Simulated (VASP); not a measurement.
Crystal: SnO2.

```xyz
3
Lattice="-1.4760 2.6017 2.2469 1.4760 -2.6017 2.2469 1.4760 2.6017 -2.2469" Properties=species:S:1:pos:R:3 pbc="T T T"
Sn    1.4760    0.0000    1.6430
O     0.0000    3.9287    1.0063
O     0.0000    1.2746    1.0063
```

The cell was built from a structure type or drawn by symmetry, and may not be a known phase.

```yaml
Program: VASP 6.6.1
Task: relaxation of cell and atoms
Functional: PBE
Potentials_or_basis: VASP PAW PBE potentials, release 64 (Sn_d, O)
Cutoff: 600 eV
k_mesh: 8 × 8 × 8
Occupations: gaussian, width 0.1 eV
Spin: no spin polarisation
```

At the start: pressure 18.3 GPa; volume 11.50 Å³/atom.

**Question.** How do energy, volume and symmetry change on relaxing?

**Answer.** Over 32 steps the energy falls by 167.5 meV/atom and the volume is 11.38 Å³/atom (-1.1 %); space group Imm2 (No. 44, to 0.1 Å) before, Immm (No. 71, to 0.1 Å).

The path:
| step | energy change (eV) | largest force (eV/Å) | pressure (GPa) | volume (Å³) |
| --- | --- | --- | --- | --- |
| 1 | 0.0000 | 0.6661 | 18.31 | 34.51 |
| 2 | -0.1294 | 0.5467 | -12.93 | 41.42 |
| 3 | -0.2764 | 0.6590 | -2.85 | 38.22 |
| 4 | -0.3190 | 0.2629 | -0.71 | 37.70 |
| 5 | -0.3190 | 0.2636 | -0.72 | 37.70 |
| 6 | -0.3436 | 0.2534 | 0.05 | 37.25 |
| 7 | -0.3715 | 0.3494 | 2.01 | 36.15 |
| 8 | -0.3872 | 0.2012 | -1.31 | 36.56 |
| 9 | -0.3884 | 0.1568 | -2.62 | 36.72 |
| 10 | -0.3981 | 0.0853 | -2.27 | 36.43 |
| 11 | -0.4219 | 0.2747 | -0.99 | 35.52 |
| 12 | -0.4445 | 0.2858 | 4.67 | 33.67 |
| 13 | -0.4386 | 0.3414 | 0.09 | 34.95 |
| 14 | -0.4549 | 0.3423 | 1.80 | 34.31 |
| 15 | -0.4559 | 0.2983 | 3.06 | 33.99 |
| 16 | -0.4565 | 0.3224 | 2.40 | 34.14 |
| 17 | -0.4598 | 0.2779 | 2.58 | 34.06 |
| 18 | -0.4615 | 0.2279 | 2.87 | 33.97 |
| 19 | -0.4654 | 0.2090 | 2.52 | 34.02 |
| 20 | -0.4751 | 0.1556 | 1.41 | 34.19 |
| 21 | -0.4855 | 0.1105 | -0.68 | 34.52 |
| 22 | -0.4864 | 0.1017 | -1.43 | 34.65 |
| 23 | -0.4878 | 0.1004 | -1.09 | 34.58 |
| 24 | -0.4905 | 0.0955 | -0.22 | 34.37 |
| 25 | -0.4905 | 0.0756 | 1.80 | 33.95 |
| 26 | -0.4915 | 0.0889 | 0.75 | 34.17 |
| 27 | -0.4932 | 0.0775 | 0.71 | 34.15 |
| 28 | -0.4973 | 0.0479 | 0.65 | 34.09 |
| 29 | -0.5004 | 0.1178 | 0.83 | 33.97 |
| 30 | -0.5018 | 0.0789 | -0.33 | 34.17 |
| 31 | -0.5018 | 0.0702 | -0.58 | 34.21 |
| 32 | -0.5026 | 0.0397 | -0.15 | 34.15 |

Final structure:
```xyz
3
Lattice="-1.7733 2.5754 1.8692 1.7733 -2.5754 1.8692 1.7733 2.5754 -1.8692" Properties=species:S:1:pos:R:3 pbc="T T T"
Sn    1.7733    0.0000    1.0183
O     1.7733    1.2798   -0.8578
O     0.0000    1.2956    1.0114
```
